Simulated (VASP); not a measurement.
Al2Pt, 3 atoms in the cell. Symmetry: Fm-3m, No. 225, cubic system. Conventional cell: a = 5.910 Å, b = 5.910 Å, c = 5.910 Å, α = 90.00°, β = 90.00°, γ = 90.00°. Al (site symmetry -43m) has 4 Pt at 2.56 Å and 6 Al at 2.96 Å within 3.4 Å. Within 3.4 Å of Pt (site symmetry m-3m) lie 8 Al at 2.56 Å. 

- Program: VASP 6.6.1
- Task: single point
- Functional: PBEsol
- Potentials or basis: VASP PAW PBE potentials, release 64 (Al, Pt)
- Cutoff: 500 eV
- k mesh: 6 × 6 × 6
- Occupations: gaussian, width 0.1 eV
- Spin: no spin polarisation
- Dipole correction: no
- Further INCAR settings: ALGO = Normal; EDIFF = 1e-06; NBANDS = 15

Potentials or basis: VASP PAW PBE potentials, release 64 (Al, Pt).

Launch:

```console
$ cat potpaw_PBE.64/Al/POTCAR potpaw_PBE.64/Pt/POTCAR > POTCAR
$ mpirun -np 1 vasp_std > vasp.out
```

Hardware: 1 thread of Intel Xeon 8259CL, with other jobs on the host.

Question: Estimate the wall time of this run.

Answer: Run time: 19 s on 1 thread of Intel Xeon 8259CL (shared host), peak memory 0.17 GiB. Counts: scf iterations 12, k points 16.
